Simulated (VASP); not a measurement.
Here is a VASP 6.6.1 calculation.

Contents of INCAR:

```
ALGO = Normal
EDIFF = 1E-7
ENCUT = 520
GGA = PE
ISIF = 2
ISMEAR = 0
LASPH = T
LCHARG = F
LREAL = F
LWAVE = F
NBANDS = 24
NELM = 60
PREC = Accurate
SIGMA = 0.01
```

Contents of KPOINTS:

```
k-points
0
Gamma
  6 6 4
```

The input POSCAR:

```
KBr
1.0
    4.5592982551      0.0000000000      0.0000000000
   -2.2796491275      3.9484681123      0.0000000000
    0.0000000000      0.0000000000      8.0200647354
K Br
2 2
Direct
    0.0000000000      0.0000000000      0.0000000000
    0.0000000000      0.0000000000      0.5000000000
    0.3333333333      0.6666666667      0.2500000000
    0.6666666667      0.3333333333      0.7500000000
```

Potentials or basis: VASP PAW PBE potentials, release 64 (K_sv, Br).

The run is started by

```sh
$ cat potpaw_PBE.64/K_sv/POTCAR potpaw_PBE.64/Br/POTCAR > POTCAR
$ mpirun -np 1 vasp_std > vasp.out
```

(1) Estimate the band gap on the k mesh.

(2) What does it give for the pressure?

Answers

(1) 4.35 eV.

(2) 0.7 GPa.
